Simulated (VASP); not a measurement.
A run of VASP 6.6.1:

The input INCAR:

```
  PREC = Accurate
  ENCUT = 520
  EDIFF = 1E-7
  ISMEAR = -1
  SIGMA = 0.03
  LREAL = F
  LASPH = T
  NELM = 80
  ALGO = Normal
  ISIF = 2
  LWAVE = F
  LCHARG = T
  LELF = T
  LVHAR = T
  NBANDS = 18
```

KPOINTS

```
regular mesh
0
Gamma
  12 12 12
```

Contents of POSCAR:

```
ZnAg
1.0
    3.1133461226      0.0000000000      0.0000000000
    0.0000000000      3.1133461226      0.0000000000
    0.0000000000      0.0000000000      3.1133461226
Zn Ag
1 1
Direct
    0.5000000000      0.5000000000      0.5000000000
    0.0000000000      0.0000000000      0.0000000000
```

Potentials or basis: VASP PAW LDA potentials, release 64 (Zn, Ag).

Run with:

```console
$ cat potpaw_LDA.64/Zn/POTCAR potpaw_LDA.64/Ag/POTCAR > POTCAR
$ mpirun -np 1 vasp_std > vasp.out
```

Hardware: 1 thread of Intel(R) Xeon(R) Platinum 8259CL CPU @ 2.50GHz (Skylake/Cascade Lake), with other jobs on the host.

Problem. Estimate the wall time of this run.

Solution. Wall time 20 s on 1 thread of Intel(R) Xeon(R) Platinum 8259CL CPU @ 2.50GHz (Skylake/Cascade Lake) (shared host), peak memory 0.16 GiB. Counts: scf iterations 12, k points 84.
